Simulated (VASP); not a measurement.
Input of a VASP 6.6.1 run:

File INCAR:

```
ALGO = Normal ; EDIFF = 1E-6
ENCUT = 520 ; GGA = PE
ISIF = 2 ; ISMEAR = -1
LASPH = T ; LCHARG = F
LREAL = F ; LWAVE = F
NBANDS = 11 ; NELM = 60
PREC = Accurate ; SIGMA = 0.05
```

File KPOINTS:

```
k-points
0
Gamma
  15 15 15
```

POSCAR

```
SiC
1.0
    0.0000000000      2.0328835572      2.0328835572
    2.0328835572      0.0000000000      2.0328835572
    2.0328835572      2.0328835572      0.0000000000
Si C
1 1
Direct
    0.0000000000      0.0000000000      0.0000000000
    0.2500000000      0.2500000000      0.2500000000
```

Potentials or basis: VASP PAW PBE potentials, release 64 (Si, C).

The run is started by

```sh
$ cat potpaw_PBE.64/Si/POTCAR potpaw_PBE.64/C/POTCAR > POTCAR
$ mpirun -np 1 vasp_std > vasp.out
```

Predict the band gap on the k mesh.

1.20 eV, indirect (least direct gap 4.75 eV).

What does it give for the pressure?

72.6 GPa.

 A k mesh can miss the band edges.
